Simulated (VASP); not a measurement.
Set up this calculation in VASP 6.6.1, as the native input.

- Task: relaxation of cell and atoms
- Functional: PBE
- Potentials or basis: VASP PAW PBE potentials, release 64 (Lu)
- Cutoff: 600 eV
- k mesh: 15 × 15 × 15
- Occupations: fermi-dirac, width 0.08 eV
- Spin: no spin polarisation
- Target pressure: 13 GPa
- Dipole correction: no
- Further INCAR settings: ALGO = Normal; EDIFF = 1e-06; IBRION = 2; EDIFFG = -0.005; NSW = 60; ISIF = 3

The structure of Lu lies in POSCAR:

```
Lu
1.0
    0.0000000000      2.2749032496      2.2749032496
    2.2749032496      0.0000000000      2.2749032496
    2.2749032496      2.2749032496      0.0000000000
Lu
1
Direct
    0.0000000000      0.0000000000      0.0000000000
```

This isn't the form of Lu at room conditions, which is hcp.

The input as run:

INCAR

```
SYSTEM = Lu
PREC = Accurate ; ENCUT = 600
EDIFF = 1E-6 ; ISMEAR = -1
SIGMA = 0.08 ; LREAL = .FALSE.
LASPH = .TRUE. ; NELM = 60
ALGO = Normal ; ISIF = 3
LWAVE = .FALSE. ; LCHARG = .FALSE.
GGA = PE ; IBRION = 2
NSW = 60 ; EDIFFG = -0.005
PSTRESS = 130.0
```

KPOINTS

```
Automatic mesh
0
G
  15 15 15
  0 0 0
```

Potentials or basis: VASP PAW PBE potentials, release 64 (Lu).

Launch:

```bash
$ cat potpaw_PBE.64/Lu/POTCAR > POTCAR
$ mpirun -np 1 vasp_std > vasp.out
```

Results of the run:

The pressure after relaxing is 13.0 GPa and the band gap on the k mesh is zero (an odd number of electrons rules out a gap without spin polarisation).

Caveat: the cell is relaxed towards a set pressure, so the run minimises the enthalpy, not the energy; spin-orbit coupling is left out, which moves the levels of the heavy elements.

It took 2.1 min on 1 thread of AMD EPYC 7R43 64-Core Processor (Zen 3), on a shared host, peak memory 0.18 GiB.
